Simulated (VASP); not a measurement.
## Ta4Re4H: single point with r2SCAN

Crystal: Ta4Re4H.

```
CELL_PARAMETERS angstrom
3.19938 -4.61651 0.00000
3.21124 4.62424 0.00000
0.00000 0.00000 4.46359
ATOMIC_POSITIONS crystal
Ta 0.24546 0.25952 0.50821
Ta 0.24530 0.76164 0.49827
Ta 0.73920 0.25583 0.50821
Ta 0.73936 0.75371 0.49827
Re 0.98537 0.98917 0.99291
Re 0.99929 0.52617 0.99291
Re 0.49345 0.01083 0.99967
Re 0.49121 0.50452 0.99967
H 0.99233 0.25767 0.22411
```

| Property | Result |
| --- | --- |
| Program | VASP 6.6.1 |
| Task | single point |
| Functional | r2SCAN |
| Potentials or basis | VASP PAW PBE potentials, release 64 (Ta_pv, Re, H) |
| Cutoff | 660 eV |
| k mesh | 6 × 6 × 8 |
| Occupations | gaussian, width 0.1 eV |
| Spin | no spin polarisation |
| Dipole correction | no |
| Further INCAR settings | ALGO = Normal; EDIFF = 1e-06; NBANDS = 46 |

```json
{"Pressure": "0.5 GPa", "Largest force": "0.081 eV/Å"}
```

Forces in eV/Å, atoms in the order of the input:
```
Ta  -0.005 -0.012  0.023
Ta   0.015 -0.004  0.003
Ta   0.005  0.012  0.023
Ta  -0.015  0.004  0.003
Re  -0.042 -0.062 -0.033
Re   0.042  0.062 -0.033
Re  -0.002  0.009 -0.005
Re   0.002 -0.009 -0.005
H    0.000  0.000  0.024
```

Stress tensor (GPa, compression positive):
```
0.60 0.06 0.00
0.06 0.68 0.00
0.00 0.00 0.35
```

Levels at points of the mesh, in eV from the Fermi level:
```csv
k point,band 33,band 34,band 35,band 36,band 37,band 38,band 39,band 40
"(0.00, 0.00, 0.00)",-1.48,-0.58,-0.46,0.31,0.38,0.62,1.14,1.14
"(0.50, 0.00, 0.00)",-1.81,-1.56,-0.83,-0.63,0.45,0.55,0.61,0.67
"(0.00, 0.50, 0.00)",-1.59,-1.54,-0.81,-0.62,0.37,0.55,0.58,0.82
"(0.50, 0.50, 0.00)",-1.34,-1.16,-0.59,-0.47,-0.30,-0.28,0.41,0.52
"(0.00, 0.00, 0.50)",-0.46,-0.12,0.01,0.02,0.40,0.59,0.76,1.02
"(0.50, 0.00, 0.50)",-2.19,-2.18,-1.99,-1.54,0.13,0.50,0.65,0.99
"(0.00, 0.50, 0.50)",-2.31,-2.17,-1.70,-1.64,0.01,0.29,0.99,1.14
"(0.50, 0.50, 0.50)",-1.68,-1.57,-1.24,-1.21,-1.02,-0.91,0.48,0.50
```

Run time: 22 min on 4 MPI ranks on Intel(R) Xeon(R) Platinum 8375C CPU @ 2.90GHz (Ice Lake) (shared host), peak memory 0.85 GiB a rank.

Caveat: the PAW data sets were made with another functional, which shifts forces and pressure a little; spin-orbit coupling is left out, which moves the levels of the heavy elements.
